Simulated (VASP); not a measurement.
Se: relaxation of cell and atoms with LDA

Crystal: Se.

```xyz
3
Lattice="4.3662 0.0000 0.0000 -2.1831 3.7812 0.0000 0.0000 0.0000 4.9536" Properties=species:S:1:pos:R:3 pbc="T T T"
Se    1.6910    2.9289    0.0000
Se   -0.4921    0.8523    3.3024
Se    0.9841    0.0000    1.6512
```

```json
{"Program": "VASP 6.6.1", "Task": "relaxation of cell and atoms", "Functional": "LDA", "Potentials or basis": "VASP PAW LDA potentials, release 64 (Se)", "Cutoff": "600 eV", "k mesh": "7 × 7 × 6", "Occupations": "fermi-dirac, width 0.05 eV", "Spin": "no spin polarisation", "Dipole correction": "no", "Further INCAR settings": "ALGO = Normal; EDIFF = 1e-06; IBRION = 2; EDIFFG = -0.01; NSW = 60; ISIF = 3"}
```

The relaxed volume is 23.04 Å³/atom and the relaxed cell is a = 3.946 Å, b = 3.946 Å, c = 5.126 Å, α = 90.00°, β = 90.00°, γ = 120.00°. The space group after relaxing (to 0.1 Å) is P3_121 (No. 152) and the energy gained by relaxing is 51.5 meV/atom. The ionic steps are 17, the pressure after relaxing is 0.0 GPa and the band gap on the k mesh is 0.81 eV (least direct gap 1.02 eV).

Step by step:
| step | energy change (eV) | largest force (eV/Å) | pressure (GPa) | volume (Å³) |
| --- | --- | --- | --- | --- |
| 1 | 0.0000 | 0.2629 | -1.07 | 81.78 |
| 2 | -0.0285 | 0.3224 | -0.58 | 79.65 |
| 3 | -0.0843 | 0.5160 | 1.66 | 73.41 |
| 4 | 0.0880 | 0.8775 | 11.29 | 61.75 |
| 5 | -0.0781 | 0.6500 | 2.78 | 71.87 |
| 6 | -0.0871 | 0.6011 | 2.66 | 71.58 |
| 7 | -0.1099 | 0.4679 | 2.32 | 70.71 |
| 8 | -0.1381 | 0.2492 | 1.88 | 68.96 |
| 9 | -0.1304 | 0.0400 | 2.14 | 65.46 |
| 10 | -0.1447 | 0.1103 | 1.87 | 67.41 |
| 11 | -0.1505 | 0.0663 | 1.13 | 68.16 |
| 12 | -0.1537 | 0.0172 | -0.15 | 69.59 |
| 13 | -0.1538 | 0.0045 | 0.02 | 69.37 |
| 14 | -0.1538 | 0.0022 | 0.07 | 69.33 |
| 15 | -0.1539 | 0.0020 | 0.06 | 69.31 |
| 16 | -0.1542 | 0.0019 | 0.05 | 69.24 |
| 17 | -0.1545 | 0.0014 | 0.01 | 69.11 |

Final structure:
```yaml
crystal:
  lattice:
    - [3.94568, 0.00000, 0.00000]
    - [-1.97284, 3.41706, 0.00000]
    - [0.00000, 0.00000, 5.12558]
  atoms:
    - { symbol: Se, position: [0.74380, 0.74380, 0.00000] }
    - { symbol: Se, position: [0.00000, 0.25620, 0.66667] }
    - { symbol: Se, position: [0.25620, 0.00000, 0.33333] }
```

Levels at points of the mesh, in eV from the valence-band top:
| k point | band 6 | band 7 | band 8 | band 9 | band 10 | band 11 | band 12 | band 13 |
| --- | --- | --- | --- | --- | --- | --- | --- | --- |
| (0.00, 0.00, 0.00) | -3.32 | -1.88 | -1.88 | -0.62 | 1.41 | 1.41 | 2.08 | 6.28 |
| (0.00, 0.00, 0.50) | -3.08 | -1.42 | -1.23 | -1.23 | 0.81 | 0.81 | 0.82 | 5.34 |

It took 120 s on 1 thread of Intel(R) Xeon(R) 6975P-C (Granite Rapids) (shared host), peak memory 0.21 GiB.

Caveat: the volume moved by over 15 % at a fixed basis, so the end points are rough; an odd mesh through Γ misses points on the zone boundary, where band edges can lie. Zero-point motion and thermal expansion aren't in these numbers.
